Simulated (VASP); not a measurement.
# Pt: single point with r2SCAN

The system is Pt.

```
CELL_PARAMETERS angstrom
0.00000 1.97058 1.97058
1.97058 0.00000 1.97058
1.97058 1.97058 0.00000
ATOMIC_POSITIONS crystal
Pt 0.00000 0.00000 0.00000
```

| Quantity | Value |
| --- | --- |
| Program | VASP 6.6.1 |
| Task | single point |
| Functional | r2SCAN |
| Potentials or basis | VASP PAW PBE potentials, release 64 (Pt) |
| Cutoff | 520 eV |
| k mesh | 14 × 14 × 14 |
| Occupations | fermi-dirac, width 0.2 eV |
| Spin | no spin polarisation |

```yaml
Pressure: 1.6 GPa
Band_gap_on_the_k_mesh: zero (band 5 reaches 11.25 eV, above the bottom of band 6 at 8.92 eV)
```

Levels at points of the mesh, in eV from the Fermi level:
```csv
k point,band 2,band 3,band 4,band 5,band 6,band 7,band 8,band 9
"(0.00, 0.00, 0.00)",-3.86,-3.86,-3.86,-1.75,-1.75,15.48,20.56,20.56
"(0.50, 0.00, 0.00)",-3.96,-3.96,-0.28,-0.01,-0.01,6.01,15.12,19.81
"(0.50, 0.50, 0.00)",-6.74,-0.10,0.47,0.47,1.94,9.14,11.94,11.94
```

Run time: 56 s on 1 thread of AMD EPYC 7R13, on a shared host, peak memory 0.16 GiB.

Caveat: the PAW data sets were made with another functional, which shifts forces and pressure a little; spin-orbit coupling is left out, which moves the levels of the heavy elements.
